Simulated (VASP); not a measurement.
# ZnO (base) (P6_3mc) in VASP: further runs, part 2 of 3

VASP 6.6.1.

## Step 3: Relaxation of cell and atoms, PBE

This run uses another cell than the first one, of 11.90 Å³/atom, 0.965 times its volume.

The input, INCAR:

```
SYSTEM = ZnO
ALGO = Normal
EDIFF = 1E-6
EDIFFG = -0.002
ENCUT = 600
GGA = PE
IBRION = 2
ISIF = 3
ISMEAR = 0
LASPH = .True.
LCHARG = .False.
LREAL = .False.
LWAVE = .False.
NELM = 100
NSW = 100
PREC = Accurate
SIGMA = 0.02
```

The input, KPOINTS:

```
k-points
0
Gamma
  9 9 6
  0 0 0
```

The input, POSCAR:

```
ZnO
1.0
    3.2493080000      0.0000000000      0.0000000000
   -1.6246540000      2.8139832727      0.0000000000
    0.0000000000      0.0000000000      5.2057090000
Zn O
2 2
Direct
    0.3333333333      0.6666666667      0.5000000000
    0.6666666667      0.3333333333      0.0000000000
    0.6666666667      0.3333333333      0.3790100000
    0.3333333333      0.6666666667      0.8790100000
```

Potentials or basis: VASP PAW PBE potentials, release 64 (Zn, O).

Run with:

```console
cat potpaw_PBE.64/Zn/POTCAR potpaw_PBE.64/O/POTCAR > POTCAR
mpirun -np 1 vasp_std > vasp.out
```

Wall time 4.3 min (1 thread of AMD EPYC 9R45 (Zen 5), shared host); peak memory 0.18 GiB.

Results (log left out):

```yaml
Free_energy: -17.8621 eV
Relaxed_volume: 12.40 Å³/atom
Relaxed_cell: a = 3.286 Å, b = 3.286 Å, c = 5.306 Å, α = 90.00°, β = 90.00°, γ = 120.00°
Space_group_after_relaxing_to_0.05_Å: P6_3mc (No. 186)
Energy_gained_by_relaxing: 8.9 meV/atom
Ionic_steps: 23
Pressure_after_relaxing: 0.0 GPa
Band_gap_on_the_k_mesh: 0.72 eV, direct
```

Step by step:
```
step  energy change (eV)  largest force (eV/Å)  pressure (GPa)  volume (Å³)
   1              0.0000                0.0740            5.83        47.60
   2             -0.0270                0.0268           -2.61        50.64
   3             -0.0357                0.0012           -0.01        49.59
   4             -0.0357                0.0023           -0.06        49.63
   5             -0.0357                0.0109           -0.01        49.62
   6             -0.0357                0.0152           -0.10        49.62
   7             -0.0358                0.0117           -0.01        49.57
   8             -0.0358                0.0100            0.08        49.54
   9             -0.0358                0.0103            0.14        49.54
  10             -0.0358                0.0109            0.11        49.56
  11             -0.0358                0.0126            0.00        49.56
  12             -0.0358                0.0103            0.13        49.56
  13             -0.0358                0.0120            0.06        49.56
  14             -0.0358                0.0027            0.06        49.57
  15             -0.0358                0.0000           -0.01        49.58
  16             -0.0358                0.0007            0.01        49.57
  17             -0.0358                0.0011            0.03        49.57
  18             -0.0358                0.0015            0.04        49.57
  19             -0.0358                0.0001            0.04        49.59
  20             -0.0358                0.0015           -0.05        49.63
  21             -0.0358                0.0000           -0.06        49.60
  22             -0.0358                0.0008            0.05        49.59
  23             -0.0358                0.0003            0.00        49.61
```

Final structure:
```
Zn O
1.0
     3.28594    0.00000    0.00000
    -1.64297    2.84570    0.00000
     0.00000    0.00000    5.30569
Zn O
2 2
Direct
  0.33333 0.66667 0.50003
  0.66667 0.33333 0.00003
  0.66667 0.33333 0.37898
  0.33333 0.66667 0.87898
```

Levels at points of the mesh, in eV from the valence-band top:
```
           k point  band 15  band 16  band 17  band 18  band 19  band 20  band 21  band 22
(0.00, 0.00, 0.00)    -0.75    -0.08     0.00     0.00     0.72     5.07     8.05    12.70
(0.00, 0.00, 0.50)    -0.37    -0.37    -0.37    -0.37     3.35     3.35     9.89     9.89
```

## Step 4: Single point, PBE (volume scaled by 0.94, then relaxed in part)

The input, INCAR:

```
SYSTEM = ZnO
PREC = Accurate ; ENCUT = 520
EDIFF = 1E-7 ; ISMEAR = 0
SIGMA = 0.02 ; LREAL = .False.
LASPH = .True. ; NELM = 100
ALGO = Normal ; ISIF = 2
LWAVE = .False. ; LCHARG = .False.
GGA = PE ; NBANDS = 26
```

The input, KPOINTS:

```
regular mesh
0
Gamma
  9 9 6
  0 0 0
```

The input, POSCAR:

```
ZnO
1.0
    3.2125323947      0.0000000000      0.0000000000
   -1.6062661974      2.7821346643      0.0000000000
    0.0000000000      0.0000000000      5.1855680777
Zn O
2 2
Direct
    0.3333333333      0.6666666667      0.4999662192
    0.6666666667      0.3333333333     -0.0000337808
    0.6666666667      0.3333333333      0.3790437808
    0.3333333333      0.6666666667      0.8790437808
```

Potentials or basis: VASP PAW PBE potentials, release 64 (Zn, O).

Run with:

```console
cat potpaw_PBE.64/Zn/POTCAR potpaw_PBE.64/O/POTCAR > POTCAR
mpirun -np 1 vasp_std > vasp.out
```

OUTCAR:

```text
SYSTEM = ZnO
   PREC = Accurate
   ENCUT = 520
   EDIFF = 1E-7
   ISMEAR = 0
   LREAL = .False.
   LASPH = .True.
   NELM = 100
   ISIF = 2
   GGA = PE

 ion  position               nearest neighbor table
   1  0.333  0.667  0.500-   3 1.96   3 1.96   3 1.96   4 1.97
   2  0.667  0.333  1.000-   4 1.96   4 1.96   4 1.96   3 1.97
   3  0.667  0.333  0.379-   1 1.96   1 1.96   1 1.96   2 1.97
   4  0.333  0.667  0.879-   2 1.96   2 1.96   2 1.96   1 1.97

  LATTYP: Found a hexagonal cell.
 ALAT       =     3.2125323947
 C/A-ratio  =     1.6141683384

  Lattice vectors:

 A1 = (   3.2125323947,   0.0000000000,   0.0000000000)
 A2 = (  -1.6062661974,   2.7821346643,   0.0000000000)
 A3 = (   0.0000000000,   0.0000000000,   5.1855680777)

Analysis of symmetry for initial positions (statically):
=====================================================================
 Subroutine PRICEL returns:
 Original cell was already a primitive cell.

 Routine SETGRP: Setting up the symmetry group for a
 hexagonal supercell.
[... 170 lines left out ...]
  free energy    TOTEN  =       -17.75902452 eV

  energy without entropy =      -17.75902452  energy(sigma->0) =      -17.75902452

 E-fermi :   1.5866     XC(G=0): -11.0550

 val. band max:        1.4557460114   @ k =   0.0000   0.0000   0.0000
 cond. band min:       2.2737073609   @ k =   0.0000   0.0000   0.0000
 fundamental gap:      0.8179613495
 Fermi energy:         1.5866043312

 k-point     1 :       0.0000    0.0000    0.0000
  band No.  band energies     occupation
      1     -16.8615      2.00000
      2     -16.1007      2.00000
      3      -4.4076      2.00000
      4      -4.3800      2.00000
      5      -4.3800      2.00000
      6      -4.3326      2.00000
[... 685 lines left out ...]
     25      14.9708      0.00000
     26      16.0832      0.00000

 [... further k-points ...]

------------------------ aborting loop because EDIFF is reached ----------------------------------------

  FORCE on cell =-STRESS in cart. coord.  units (eV):
  Direction    XX          YY          ZZ          XY          YZ          ZX
  --------------------------------------------------------------------------------------
  -------------------------------------------------------------------------------------
  Total        3.0005712      3.0005712      2.9653748     -0.0000000      0.0000000      0.0000000
  in kB      103.7271683    103.7271683    102.5104569     -0.0000000      0.0000000      0.0000000
  external PRESSURE =     103.3215978 kB  Pullay stress =       0.0000000 kB

 VOLUME and BASIS-vectors are now :
 -----------------------------------------------------------------------------
  energy-cutoff  :      520.00
  volume of cell :       46.35
      direct lattice vectors                 reciprocal lattice vectors
     3.212532395  0.000000000  0.000000000     0.311280908  0.179718116  0.000000000
    -1.606266197  2.782134664  0.000000000     0.000000000  0.359436232  0.000000000
     0.000000000  0.000000000  5.185568078     0.000000000  0.000000000  0.192842903

 POSITION                                       TOTAL-FORCE (eV/Angst)
 -----------------------------------------------------------------------------------
     -0.00000      1.85476      2.59261        -0.000000      0.000000      0.005023
      1.60627      0.92738      5.18539         0.000000     -0.000000      0.005023
      1.60627      0.92738      1.96556         0.000000      0.000000     -0.005023
     -0.00000      1.85476      4.55834        -0.000000     -0.000000     -0.005023
 -----------------------------------------------------------------------------------
    total drift:                                0.000001      0.000001     -0.000086

  FREE ENERGIE OF THE ION-ELECTRON SYSTEM (eV)
  ---------------------------------------------------
  free  energy   TOTEN  =       -17.7590245160 eV

  energy  without entropy=      -17.7590245160  energy(sigma->0) =      -17.75902452
```

OSZICAR:

```text
N       E                     dE             d eps       ncg     rms          rms(c)
DAV:   1     0.294149175321E+03    0.29415E+03   -0.18155E+04  2520   0.203E+03
DAV:   2     0.104571522063E+02   -0.28369E+03   -0.26512E+03  2588   0.412E+02
DAV:   3    -0.204028528769E+02   -0.30860E+02   -0.30456E+02  2760   0.139E+02
DAV:   4    -0.210028020365E+02   -0.59995E+00   -0.59848E+00  2808   0.196E+01
DAV:   5    -0.210057348458E+02   -0.29328E-02   -0.29326E-02  2700   0.142E+00    0.153E+01
DAV:   6    -0.175810741551E+02    0.34247E+01   -0.65076E+00  3900   0.608E+01    0.948E+00
DAV:   7    -0.177960011588E+02   -0.21493E+00   -0.29525E+00  2554   0.168E+01    0.563E+00
DAV:   8    -0.178071374358E+02   -0.11136E-01   -0.48538E-01  3708   0.763E+00    0.163E+00
DAV:   9    -0.177561328625E+02    0.51005E-01   -0.10430E-01  3708   0.649E+00    0.289E-01
DAV:  10    -0.177589440747E+02   -0.28112E-02   -0.37461E-02  2534   0.132E+00    0.137E-01
DAV:  11    -0.177589815231E+02   -0.37448E-04   -0.53055E-04  2668   0.197E-01    0.327E-02
DAV:  12    -0.177590243146E+02   -0.42791E-04   -0.57040E-05  2924   0.150E-01    0.221E-02
DAV:  13    -0.177590292510E+02   -0.49364E-05   -0.15390E-05  2762   0.677E-02    0.176E-02
DAV:  14    -0.177590247374E+02    0.45136E-05   -0.88464E-06  3614   0.373E-02    0.241E-03
DAV:  15    -0.177590245932E+02    0.14414E-06   -0.21352E-06  2574   0.121E-02    0.854E-04
DAV:  16    -0.177590245160E+02    0.77225E-07   -0.15071E-08  1362   0.191E-03
   1 F= -.17759025E+02 E0= -.17759025E+02  d E =-.118715E-22
```

Run time: 27 s. Hardware: 1 thread of AMD EPYC 9R45 (Zen 5), shared host; peak memory 0.16 GiB.

Results:

```
Free energy            : -17.7590 eV
Pressure               : 10.3 GPa
Largest force          : 0.005 eV/Å
Band gap on the k mesh : 0.82 eV, direct
```

Forces in eV/Å, atoms in the order of the input:
```
Zn   0.000  0.000  0.005
Zn   0.000  0.000  0.005
O    0.000  0.000 -0.005
O    0.000  0.000 -0.005
```

Stress tensor (GPa, compression positive):
```
10.37  0.00  0.00
 0.00 10.37  0.00
 0.00  0.00 10.25
```

Caveat: the cell differs from its parent crystal (volume scaled by 0.94, then relaxed in part).

## Step 5: Relaxation of shape and atoms at fixed volume, PBE (volume scaled by 0.94)

The input, INCAR:

```
ALGO = Normal
EDIFF = 1E-6
EDIFFG = -0.01
ENCUT = 600
GGA = PE
IBRION = 2
ISIF = 4
ISMEAR = 0
LASPH = T
LCHARG = F
LREAL = F
LWAVE = F
NELM = 100
NSW = 50
PREC = Accurate
SIGMA = 0.02
```

The input, KPOINTS:

```
k-points
0
Gamma
  9 9 6
```

POSCAR is that of step 4.

Run with:

```console
cat potpaw_PBE.64/Zn/POTCAR potpaw_PBE.64/O/POTCAR > POTCAR
mpirun -np 1 vasp_std > vasp.out
```

Wall time 31 s (1 thread of AMD EPYC 9R45 (Zen 5), shared host); peak memory 0.17 GiB.

It converged, with:

| Item | Value |
| --- | --- |
| Free energy | -17.7633 eV |
| Pressure after relaxing | 10.2 GPa |
| Largest force after relaxing | 0.005 eV/Å |
| Band gap on the k mesh | 0.82 eV, direct |

Forces in eV/Å, atoms in the order of the input:
```
Zn   0.000  0.000  0.005
Zn   0.000  0.000  0.005
O    0.000  0.000 -0.005
O    0.000  0.000 -0.005
```

Stress tensor (GPa, compression positive):
```
10.23  0.00  0.00
 0.00 10.23  0.00
 0.00  0.00 10.13
```

Final structure:
```
Zn O
1.0
     3.21253    0.00000    0.00000
    -1.60627    2.78213    0.00000
     0.00000    0.00000    5.18557
Zn O
2 2
Direct
  0.33333 0.66667 0.49997
  0.66667 0.33333 0.99997
  0.66667 0.33333 0.37904
  0.33333 0.66667 0.87904
```

Levels at points of the mesh, in eV from the valence-band top:
```
           k point  band 16  band 17  band 18  band 19  band 20  band 21
(0.00, 0.00, 0.00)    -0.10     0.00     0.00     0.82     5.33     8.28
(0.00, 0.00, 0.50)    -0.41    -0.41    -0.41     3.51     3.51    10.16
```

Caveat: the cell differs from its parent crystal (volume scaled by 0.94); the relaxation stopped at its first step, so nothing moved.

(Part 2 of 3 ends here.)
